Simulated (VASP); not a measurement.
# SrOs (Pm-3m) in VASP: a series of runs, part 2 of 2

VASP 6.6.1. The steps go on from the part before.

### Step 4. Single point, PBE (24.97 Å³/atom)

This run uses another cell than the first one, of 24.97 Å³/atom.

The input, INCAR:

```
SYSTEM = SrOs
PREC = Accurate
ENCUT = 520
EDIFF = 1E-7
ISMEAR = 0
SIGMA = 0.05
LREAL = .False.
LASPH = .True.
NELM = 80
ALGO = Fast
ISIF = 2
LWAVE = .False.
LCHARG = .False.
GGA = PE
NBANDS = 16
```

The input, KPOINTS:

```
regular mesh
0
Gamma
  10 10 10
  0 0 0
```

The input, POSCAR:

```
SrOs
1.0
    3.6824884303      0.0000000000      0.0000000000
    0.0000000000      3.6824884303      0.0000000000
    0.0000000000      0.0000000000      3.6824884303
Sr Os
1 1
Direct
    0.0000000000      0.0000000000      0.0000000000
    0.5000000000      0.5000000000      0.5000000000
```

Started as:

```bash
> cat potpaw_PBE.64/Sr_sv/POTCAR potpaw_PBE.64/Os/POTCAR > POTCAR
> mpirun -np 1 vasp_std > vasp.out
```

Run time: 84 s. Hardware: 1 thread of Intel Xeon 8259CL, shared host; peak memory 0.19 GiB.

Results (log left out):

| Quantity | Value |
| --- | --- |
| Free energy | -10.1581 eV |
| Pressure | -3.5 GPa |
| Band gap on the k mesh | zero (bands 9 and 10 overlap by 1.51 eV) |

Levels at points of the mesh, in eV from the Fermi level:
```csv
k point,band 7,band 8,band 9,band 10,band 11,band 12
"(0.00, 0.00, 0.00)",-2.08,0.00,0.00,0.00,4.70,4.70
"(0.50, 0.00, 0.00)",-0.77,-0.22,-0.22,0.26,1.14,3.03
"(0.50, 0.50, 0.00)",-0.85,-0.85,0.89,1.14,2.59,2.59
"(0.50, 0.50, 0.50)",-0.78,0.78,0.78,0.78,0.94,0.94
```

Caveat: the cell stands under tension; spin-orbit coupling is left out, which moves the levels of the heavy elements.

### Step 5. Single point, PBE (25.67 Å³/atom)

This run uses another cell than the first one, of 25.67 Å³/atom.

The input, INCAR:

```
  PREC = Accurate
  ENCUT = 520
  EDIFF = 1E-6
  ISMEAR = 0
  SIGMA = 0.05
  LREAL = False
  LASPH = True
  NELM = 60
  ALGO = Fast
  ISIF = 2
  LWAVE = False
  LCHARG = False
  GGA = PE
  NBANDS = 16
```

The input, KPOINTS:

```
regular mesh
0
Gamma
  10 10 10
```

The input, POSCAR:

```
SrOs
1.0
    3.7165874855      0.0000000000      0.0000000000
    0.0000000000      3.7165874855      0.0000000000
    0.0000000000      0.0000000000      3.7165874855
Sr Os
1 1
Direct
    0.0000000000      0.0000000000      0.0000000000
    0.5000000000      0.5000000000      0.5000000000
```

Started as:

```bash
> cat potpaw_PBE.64/Sr_sv/POTCAR potpaw_PBE.64/Os/POTCAR > POTCAR
> mpirun -np 1 vasp_std > vasp.out
```

Run time: 73 s. Hardware: 1 thread of Intel Xeon 8259CL, shared host; peak memory 0.19 GiB.

The run converged. Its results:

- Free energy: -10.1224 eV
- Pressure: -4.7 GPa
- Band gap on the k mesh: zero (bands 9 and 10 overlap by 1.45 eV)

Levels at points of the mesh, in eV from the Fermi level:
```
           k point  band 6  band 7  band 8  band 9  band 10  band 11  band 12  band 13
(0.00, 0.00, 0.00)   -1.99   -1.99    0.00    0.00     0.00     4.63     4.63     7.66
(0.50, 0.00, 0.00)   -1.33   -0.77   -0.22   -0.22     0.25     1.08     3.04     4.34
(0.50, 0.50, 0.00)   -1.86   -0.81   -0.81    0.86     1.09     2.49     2.49     5.20
(0.50, 0.50, 0.50)   -0.78   -0.78    0.81    0.81     0.81     0.90     0.90     2.45
```

Caveat: the cell stands under tension; spin-orbit coupling is left out, which moves the levels of the heavy elements.

### Step 6. Single point, PBE

This run uses another cell than the first one, of 27.93 Å³/atom.

The input, INCAR:

```
  PREC = Accurate
  ENCUT = 520
  EDIFF = 1E-6
  ISMEAR = 0
  SIGMA = 0.05
  LREAL = F
  LASPH = T
  NELM = 100
  ALGO = Fast
  ISIF = 2
  LWAVE = F
  LCHARG = F
  GGA = PE
  NBANDS = 16
```

KPOINTS is that of step 5.

The input, POSCAR:

```
SrOs
1.0
    3.8226714864      0.0000000000      0.0000000000
    0.0000000000      3.8226714864      0.0000000000
    0.0000000000      0.0000000000      3.8226714864
Sr Os
1 1
Direct
    0.0000000000      0.0000000000      0.0000000000
    0.5000000000      0.5000000000      0.5000000000
```

Potentials or basis: VASP PAW PBE potentials, release 64 (Sr_sv, Os).

Started as:

```bash
> cat potpaw_PBE.64/Sr_sv/POTCAR potpaw_PBE.64/Os/POTCAR > POTCAR
> mpirun -np 1 vasp_std > vasp.out
```

OUTCAR:

```text
PREC = Accurate
   ENCUT = 520
   EDIFF = 1E-6
   ISMEAR = 0
   LREAL = F
   LASPH = T
   NELM = 100
   ISIF = 2
   GGA = PE

 ion  position               nearest neighbor table
   1  0.000  0.000  0.000-   2 3.31   2 3.31   2 3.31   2 3.31   2 3.31   2 3.31   2 3.31   2 3.31

   2  0.500  0.500  0.500-   1 3.31   1 3.31   1 3.31   1 3.31   1 3.31   1 3.31   1 3.31   1 3.31

  LATTYP: Found a simple cubic cell.
 ALAT       =     3.8226714864

  Lattice vectors:

[... 641 lines left out ...]

 [... further k-points ...]

------------------------ aborting loop because EDIFF is reached ----------------------------------------

  FORCE on cell =-STRESS in cart. coord.  units (eV):
  Direction    XX          YY          ZZ          XY          YZ          ZX
  --------------------------------------------------------------------------------------
  -------------------------------------------------------------------------------------
  Total       -2.6695079     -2.6695079     -2.6695079     -0.0000000      0.0000000     -0.0000000
  in kB      -76.5668630    -76.5668630    -76.5668630     -0.0000000      0.0000000     -0.0000000
  external PRESSURE =     -76.5668630 kB  Pullay stress =       0.0000000 kB

 VOLUME and BASIS-vectors are now :
 -----------------------------------------------------------------------------
  energy-cutoff  :      520.00
  volume of cell :       55.86
      direct lattice vectors                 reciprocal lattice vectors
     3.822671486  0.000000000  0.000000000     0.261597159  0.000000000  0.000000000
     0.000000000  3.822671486  0.000000000     0.000000000  0.261597159  0.000000000
     0.000000000  0.000000000  3.822671486     0.000000000  0.000000000  0.261597159

 POSITION                                       TOTAL-FORCE (eV/Angst)
 -----------------------------------------------------------------------------------
      0.00000      0.00000      0.00000         0.000000      0.000000      0.000000
      1.91134      1.91134      1.91134         0.000000      0.000000      0.000000
 -----------------------------------------------------------------------------------
    total drift:                                0.000000      0.000000      0.000000

  FREE ENERGIE OF THE ION-ELECTRON SYSTEM (eV)
  ---------------------------------------------------
  free  energy   TOTEN  =        -9.9451907223 eV

  energy  without entropy=       -9.9381887423  energy(sigma->0) =       -9.94168973
```

OSZICAR:

```text
N       E                     dE             d eps       ncg     rms          rms(c)
DAV:   1     0.782401889576E+02    0.78240E+02   -0.85165E+03  1792   0.104E+03
DAV:   2    -0.619819770596E+01   -0.84438E+02   -0.77007E+02  2176   0.242E+02
DAV:   3    -0.103813123201E+02   -0.41831E+01   -0.39401E+01  2688   0.408E+01
DAV:   4    -0.105095832816E+02   -0.12827E+00   -0.12818E+00  2328   0.688E+00
DAV:   5    -0.105118326248E+02   -0.22493E-02   -0.22489E-02  2640   0.792E-01    0.248E+01
RMM:   6    -0.101006641919E+02    0.41117E+00   -0.23071E+00  1861   0.782E+00    0.834E+00
RMM:   7    -0.995018510920E+01    0.15048E+00   -0.33568E-01  1811   0.614E+00    0.648E+00
RMM:   8    -0.994419451840E+01    0.59906E-02   -0.48250E-02  2120   0.159E+00    0.742E-01
RMM:   9    -0.994497212688E+01   -0.77761E-03   -0.14887E-02  2314   0.619E-01    0.340E-01
RMM:  10    -0.994508591747E+01   -0.11379E-03   -0.17945E-03  2604   0.206E-01    0.143E-01
RMM:  11    -0.994516186852E+01   -0.75951E-04   -0.59439E-04  2733   0.981E-02    0.472E-02
RMM:  12    -0.994518260827E+01   -0.20740E-04   -0.18997E-04  2825   0.531E-02    0.527E-02
RMM:  13    -0.994518656369E+01   -0.39554E-05   -0.59659E-05  2611   0.293E-02    0.339E-03
RMM:  14    -0.994518920907E+01   -0.26454E-05   -0.27040E-05  2230   0.166E-02    0.165E-03
RMM:  15    -0.994519028458E+01   -0.10755E-05   -0.10200E-05  1898   0.113E-02    0.716E-04
RMM:  16    -0.994519072225E+01   -0.43768E-06   -0.46636E-06  1718   0.775E-03
   1 F= -.99451907E+01 E0= -.99416897E+01  d E =-.700198E-02
```

stdout:

```text
POSCAR found type information on POSCAR SrOs
 POSCAR found :  2 types and       2 ions
 scaLAPACK will be used
 LDA part: xc-table for (Slater+PW92), standard interpolation
 POSCAR, INCAR and KPOINTS ok, starting setup
 FFT: planning ... GRIDC
 FFT: planning ... GRID_SOFT
 FFT: planning ... GRID
 WAVECAR not read
 entering main loop
WARNING in EDDRMM: call to ZHEGV failed, returncode =   8  4      6
WARNING in EDDRMM: call to ZHEGV failed, returncode =   6  3      8
WARNING in EDDRMM: call to ZHEGV failed, returncode =   6  3      7
```

It took 80 s on 1 thread of Intel Xeon 8259CL, shared host; peak memory 0.19 GiB.

What came out:

```yaml
Free_energy: -9.9452 eV
Pressure: -7.7 GPa
Band_gap_on_the_k_mesh: zero (bands 9 and 10 overlap by 1.28 eV)
```

Caveat: the cell stands under tension; spin-orbit coupling is left out, which moves the levels of the heavy elements.

### Step 7. Summary

| cell | gap on the mesh (eV) | pressure (GPa) |
| --- | --- | --- |
| a = 3.624 Å, 2 atoms | none | -0.9 |
| a = 3.648 Å, 2 atoms | none | -2.0 |
| a = 3.682 Å, 2 atoms | none | -3.5 |
| a = 3.717 Å, 2 atoms | none | -4.7 |
| a = 3.823 Å, 2 atoms | none | -7.7 |

Alike in all rows: task single point; level PBE; potentials or basis VASP PAW PBE potentials, release 64 (Sr_sv, Os); no spin polarisation; k mesh 10 × 10 × 10; cutoff (eV) 520; smearing gaussian 0.05 eV.

Caveats: spin-orbit coupling is left out, which moves the levels of the heavy elements; the cell stands under tension (at least some runs).

Total energies depend on the potentials used, so only differences within one code and one set of settings carry meaning.
